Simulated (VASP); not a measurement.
# Si (Immm) in VASP: a series of runs, part 2 of 2

VASP 6.6.1.

### Step 5. Single point, LDA (strain +0.0562 x Voigt [1, -1, 0, 0, 0, 0])

The input, INCAR:

```
PREC = Accurate ; ENCUT = 520
EDIFF = 1E-7 ; ISMEAR = 0
SIGMA = 0.03 ; LREAL = F
LASPH = T ; NELM = 60
ALGO = Normal ; ISIF = 2
LWAVE = F ; LCHARG = F
GGA = CA ; NBANDS = 16
```

The input, KPOINTS:

```
Automatic mesh
0
Gamma
  10 10 10
```

The input, POSCAR:

```
Si
1.0
   -3.5123342591      3.1385543209      1.9223856600
    3.5123342591     -3.1385543209      1.9223856600
    3.5123342591      3.1385543209     -1.9223856600
Si
4
Direct
    0.1788010600      0.1788010600      0.3576021200
    0.8211989400      0.8211989400      0.6423978800
    0.1788010600      0.8211989400      0.0000000000
    0.8211989400      0.1788010600      0.0000000000
```

Command:

```console
$ cat potpaw_LDA.64/Si/POTCAR > POTCAR
$ mpirun -np 1 vasp_std > vasp.out
```

It took 4.1 min on 1 thread of Intel Xeon 6975P-C (Granite Rapids), shared host; peak memory 0.3 GiB.

The run converged. Its results:

| Item | Value |
| --- | --- |
| Free energy | -23.0648 eV |
| Pressure | -0.4 GPa |
| Largest force | 1.292 eV/Å |
| Band gap on the k mesh | zero (band 8 reaches 5.64 eV, above the bottom of band 9 at 5.62 eV) |

Forces in eV/Å, atoms in the order of the input:
```
Si  -0.609  1.140  0.000
Si   0.609 -1.140  0.000
Si   0.609  1.140  0.000
Si  -0.609 -1.140  0.000
```

Stress tensor (GPa, compression positive):
```
-9.94  0.00  0.00
 0.00 11.03  0.00
 0.00  0.00 -2.18
```

Levels at points of the mesh, in eV from the Fermi level:
| k point | band 5 | band 6 | band 7 | band 8 | band 9 | band 10 | band 11 | band 12 |
| --- | --- | --- | --- | --- | --- | --- | --- | --- |
| (0.00, 0.00, 0.00) | -3.99 | -2.06 | -1.32 | -0.84 | 0.15 | 1.15 | 1.57 | 2.22 |
| (0.50, 0.00, 0.00) | -4.44 | -3.44 | -2.29 | -1.73 | 1.07 | 2.21 | 2.82 | 2.86 |
| (0.00, 0.50, 0.00) | -4.72 | -4.03 | -2.86 | -1.43 | 0.06 | 2.04 | 2.61 | 2.93 |
| (0.50, 0.50, 0.00) | -2.99 | -2.23 | -2.07 | -1.86 | 1.31 | 1.61 | 1.69 | 3.69 |
| (0.50, 0.50, 0.50) | -3.19 | -0.51 | -0.38 | 0.03 | 0.08 | 2.29 | 3.49 | 3.72 |

Caveat: the cell differs from its parent crystal (strain +0.0562 x Voigt [1, -1, 0, 0, 0, 0]); forces of over 1 eV/Å act on the atoms, so gaps and moduli don't describe the material at rest.

### Step 6. Single point, LDA (strain +0.0375 x Voigt [1, -1, 0, 0, 0, 0])

The input, INCAR:

```
SYSTEM = Si
  ALGO = Normal
  EDIFF = 1E-6
  ENCUT = 520
  GGA = CA
  ISIF = 2
  ISMEAR = 0
  LASPH = .True.
  LCHARG = .False.
  LREAL = .False.
  LWAVE = .False.
  NBANDS = 16
  NELM = 80
  PREC = Accurate
  SIGMA = 0.03
```

The input, KPOINTS:

```
k-points
0
Gamma
  10 10 10
  0 0 0
```

The input, POSCAR:

```
Si
1.0
   -3.4501484509      3.2007401291      1.9223856600
    3.4501484509     -3.2007401291      1.9223856600
    3.4501484509      3.2007401291     -1.9223856600
Si
4
Direct
    0.1788010600      0.1788010600      0.3576021200
    0.8211989400      0.8211989400      0.6423978800
    0.1788010600      0.8211989400      0.0000000000
    0.8211989400      0.1788010600      0.0000000000
```

Potentials or basis: VASP PAW LDA potentials, release 64 (Si).

Command:

```console
$ cat potpaw_LDA.64/Si/POTCAR > POTCAR
$ mpirun -np 1 vasp_std > vasp.out
```

OUTCAR:

```text
SYSTEM = Si
   EDIFF = 1E-6
   ENCUT = 520
   GGA = CA
   ISIF = 2
   ISMEAR = 0
   LASPH = .True.
   LREAL = .False.
   NELM = 80
   PREC = Accurate

 ion  position               nearest neighbor table
   1  0.179  0.179  0.358-   4 2.29   2 2.34   2 2.34   3 2.47
   2  0.821  0.821  0.642-   3 2.29   1 2.34   1 2.34   4 2.47
   3  0.179  0.821  0.000-   2 2.29   4 2.34   4 2.34   1 2.47
   4  0.821  0.179  0.000-   1 2.29   3 2.34   3 2.34   2 2.47

  LATTYP: Found a body centered orthorhombic cell.
 ALAT       =     3.8447713200
 B/A-ratio  =     1.6649833567
 C/A-ratio  =     1.7947223196

  Lattice vectors:

 A1 = (  -3.4501484509,   3.2007401291,  -1.9223856600)
 A2 = (  -3.4501484509,  -3.2007401291,   1.9223856600)
 A3 = (   3.4501484509,   3.2007401291,   1.9223856600)

Analysis of symmetry for initial positions (statically):
=====================================================================
 Subroutine PRICEL returns:
 Original cell was already a primitive cell.

 Routine SETGRP: Setting up the symmetry group for a
 body centered orthorhombic supercell.

 Subroutine GETGRP returns: Found  8 space group operations
 (whereof  8 operations were pure point group operations)
 out of a pool of  8 trial point group operations.

The static configuration has the point symmetry D_2h.

Analysis of symmetry for dynamics (positions and initial velocities):
=====================================================================
 Subroutine PRICEL returns:
 Original cell was already a primitive cell.

 Routine SETGRP: Setting up the symmetry group for a
 body centered orthorhombic supercell.

 Subroutine GETGRP returns: Found  8 space group operations
 (whereof  8 operations were pure point group operations)
 out of a pool of  8 trial point group operations.

The dynamic configuration has the point symmetry D_2h.

 Subroutine INISYM returns: Found  8 space group operations
 (whereof  8 operations are pure point group operations),
 and found     1 'primitive' translations

----------------------------------------------------------------------------------------

                                     Primitive cell

  volume of cell :      84.9158

  direct lattice vectors                    reciprocal lattice vectors
    -3.450148451  3.200740129  1.922385660     0.000000000  0.156213869  0.260093492
     3.450148451 -3.200740129  1.922385660     0.144921300  0.000000000  0.260093492
     3.450148451  3.200740129 -1.922385660     0.144921300  0.156213869  0.000000000

  length of vectors
     5.083682556  5.083682556  5.083682556     0.303399733  0.297742856  0.213084388

  position of ions in fractional coordinates (direct lattice)
     0.178801060  0.178801060  0.357602120
     0.821198940  0.821198940  0.642397880
     0.178801060  0.821198940  0.000000000
     0.821198940  0.178801060  1.000000000

  ion indices of the primitive-cell ions
   primitive index   ion index
                 1           1
                 2           2
                 3           3
[... 24 lines left out ...]
 ===========================================

 Found    171 irreducible k-points:

 Following reciprocal coordinates:
            Coordinates               Weight
  0.000000  0.000000  0.000000      1.000000
  0.100000  0.000000 -0.000000      4.000000
  0.200000  0.000000 -0.000000      4.000000
  0.300000  0.000000 -0.000000      4.000000
  0.400000  0.000000 -0.000000      4.000000
  0.500000  0.000000 -0.000000      2.000000
[... 16 lines left out ...]
 -0.400000  0.200000  0.000000      8.000000
 -0.300000  0.200000  0.000000      8.000000
 [... further k-points ...]
   k-points           NKPTS =    171   k-points in BZ     NKDIM =    171   number of bands    NBANDS=     16
   number of dos      NEDOS =    301   number of ions     NIONS =      4
   total plane-waves  NPLWV =  64000
   dimension x,y,z NGX =    40 NGY =   40 NGZ =   40
   dimension x,y,z NGXF=    80 NGYF=   80 NGZF=   80
   ions per type =               4
   NGX,Y,Z   is equivalent  to a cutoff of  13.08, 13.08, 13.08 a.u.
   NGXF,Y,Z  is equivalent  to a cutoff of  26.16, 26.16, 26.16 a.u.
 SYSTEM =  Si
   PREC   = accura    normal or accurate (medium, high low for compatibility)
   ISTART =      0    job   : 0-new  1-cont  2-samecut
   ICHARG =      2    charge: 1-file 2-atom 10-const
   ISPIN  =      1    spin polarized calculation?
   LNONCOLLINEAR =      F non collinear calculations
   LSORBIT =      F    spin-orbit coupling
   LASPH  =      T    aspherical Exc in radial PAW
   ENCUT  =  520.0 eV  38.22 Ry    6.18 a.u.   9.45  9.45  9.45*2*pi/ulx,y,z
   NELM   =     80;   NELMIN=  2; NELMDL= -5     # of ELM steps
   EDIFF  = 0.1E-05   stopping-criterion for ELM
   LREAL  =      F    real-space projection
   EDIFFG = 0.1E-04   stopping-criterion for IOM
   NSW    =      0    number of steps for IOM
   IBRION =     -1    ionic relax: 0-MD 1-quasi-New 2-CG
   NFREE  =      0    steps in history (QN), initial steepest desc. (CG)
   ISIF   =      2    stress and relaxation
   ISYM   =      2    0-nonsym 1-usesym 2-fastsym
   POTIM  = 0.5000    time-step for ionic-motion
   TEBEG  =    0.0;   TEEND  =   0.0 temperature during run
   PSTRESS=    0.0 pullay stress
   NELECT =      16.0000    total number of electrons
   NUPDOWN=      -1.0000    fix difference up-down
   EMIN   =  10.00;   EMAX   =-10.00  energy-range for DOS
   EFERMI =   0.00;   METHOD = LEGACY
   ISMEAR =     0;   SIGMA  =   0.03  broadening in eV -4-tet -1-fermi 0-gaus
   EFERMI_NEDOS =   21; number of points for ismear=-14 and -15
   IALGO  =     38    algorithm
   IMIX   =      4    mixing-type and parameters
     AMIX     =   0.40;   BMIX     =  1.00
     AMIX_MAG =   1.60;   BMIX_MAG =  1.00
  volume/ion in A,a.u.               =      21.23       143.26
  Fermi-wavevector in a.u.,A,eV,Ry     =   0.938538  1.773580 11.984744  0.880854
  Thomas-Fermi vector in A             =   2.065760
   LORBIT       =      0    0 simple, 1 ext, 2 COOP (PROOUT), +10 PAW based schemes
   GGA     = CA    functional components
   LHFCALC =     F    Hartree Fock is set to
   AEXX    =    0.0000 exact exchange contribution
   IVDW    =     0    specifies the selected vdW correction
   LEPSILON=     F    determine dielectric tensor
   LRPA    =     F    only Hartree local field effects (RPA)
 non-spin polarized calculation
 Gauss-broadening in eV      SIGMA  =   0.03
  energy-cutoff  :      520.00
  volume of cell :       84.92
 maximum number of plane-waves:      2307
 NGX is ok and might be reduce to    40
   NGX = 19   NGY = 19   NGZ = 19

 number of electron      16.0000000 magnetization

 Free energy of the ion-electron system (eV)
  ---------------------------------------------------
  ext. energy  EPLUGINS =         0.00000000
  ---------------------------------------------------
  free energy    TOTEN  =       -23.23677567 eV

  energy without entropy =      -23.23674302  energy(sigma->0) =      -23.23675934

 E-fermi :   5.5943     XC(G=0):  -9.3103

 val. band max:        5.5784944173   @ k =   0.5000   0.5000   0.5000
 cond. band min:       5.6280218242   @ k =  -0.1000  -0.2000   0.1000
 fundamental gap:      0.0495274069
 Fermi energy:         5.5942699071

 k-point     1 :       0.0000    0.0000    0.0000
  band No.  band energies     occupation
      1      -6.6730      2.00000
      2      -2.4031      2.00000
      3      -0.6048      2.00000
      4       0.2346      2.00000
      5       1.6138      2.00000
      6       3.6576      2.00000
[... 433 lines left out ...]
      3      -0.3467      2.00000
      4       0.3220      2.00000
      5       2.9298      2.00000
      6       3.0270      2.00000
[... 8 lines left out ...]
     15      11.4372      0.00000
     16      11.9657      0.00000

 [... further k-points ...]

------------------------ aborting loop because EDIFF is reached ----------------------------------------

  FORCE on cell =-STRESS in cart. coord.  units (eV):
  Direction    XX          YY          ZZ          XY          YZ          ZX
  --------------------------------------------------------------------------------------
  -------------------------------------------------------------------------------------
  Total       -4.0369393      3.2643145     -1.1031137      0.0000000      0.0000000      0.0000000
  in kB      -76.1682710     61.5905200    -20.8133588      0.0000000      0.0000000      0.0000000
  external PRESSURE =     -11.7970366 kB  Pullay stress =       0.0000000 kB

 VOLUME and BASIS-vectors are now :
 -----------------------------------------------------------------------------
  energy-cutoff  :      520.00
  volume of cell :       84.92
      direct lattice vectors                 reciprocal lattice vectors
    -3.450148451  3.200740129  1.922385660     0.000000000  0.156213869  0.260093492
     3.450148451 -3.200740129  1.922385660     0.144921300  0.000000000  0.260093492
     3.450148451  3.200740129 -1.922385660     0.144921300  0.156213869  0.000000000

 POSITION                                       TOTAL-FORCE (eV/Angst)
 -----------------------------------------------------------------------------------
      1.23378      1.14459     -0.00000        -0.460446      0.678875      0.000000
      2.21637      2.05615      1.92239         0.460446     -0.678875      0.000000
      2.21637     -2.05615      1.92239         0.460446      0.678875     -0.000000
     -2.21637      2.05615      1.92239        -0.460446     -0.678875     -0.000000
 -----------------------------------------------------------------------------------
    total drift:                               -0.000000     -0.000000      0.000000

  FREE ENERGIE OF THE ION-ELECTRON SYSTEM (eV)
  ---------------------------------------------------
  free  energy   TOTEN  =       -23.2367756714 eV

  energy  without entropy=      -23.2367430177  energy(sigma->0) =      -23.23675934
```

Wall time 3.9 min (1 thread of Intel Xeon 6975P-C (Granite Rapids), shared host); peak memory 0.29 GiB.

Results:

* Free energy: -23.2368 eV
* Pressure: -1.2 GPa
* Largest force: 0.820 eV/Å
* Band gap on the k mesh: 0.05 eV, indirect (least direct gap 0.07 eV)

Forces on the atoms (eV/Å):
```
Si  -0.460  0.679  0.000
Si   0.460 -0.679  0.000
Si   0.460  0.679  0.000
Si  -0.460 -0.679  0.000
```

Caveat: the cell differs from its parent crystal (strain +0.0375 x Voigt [1, -1, 0, 0, 0, 0]).

### Step 7. Overview

| cell | gap on the mesh (eV) | pressure (GPa) | largest force (eV/Å) |
| --- | --- | --- | --- |
| a = 5.108 Å, angles 87.2, 109.4, 135.8°, 4 atoms | none | 4.3 | 3.22 |
| a = 5.100 Å, angles 89.0, 107.5, 135.7°, 4 atoms | none | 2.3 | 2.47 |
| a = 5.093 Å, angles 105.7, 90.8, 135.6°, 4 atoms | none | 0.8 | 1.84 |
| a = 5.087 Å, angles 92.7, 103.8, 135.6°, 4 atoms | none | -0.4 | 1.29 |
| a = 5.084 Å, angles 94.5, 102.0, 135.6°, 4 atoms | 0.05 | -1.2 | 0.82 |

Alike in all rows: task single point; level LDA; potentials or basis VASP PAW LDA potentials, release 64 (Si); no spin polarisation; k mesh 10 × 10 × 10; cutoff (eV) 520; smearing gaussian 0.03 eV.

Caveats: forces of over 1 eV/Å act on the atoms, so gaps and moduli don't describe the material at rest (some runs).

Total energies depend on the potentials used, so only differences within one code and one set of settings carry meaning.
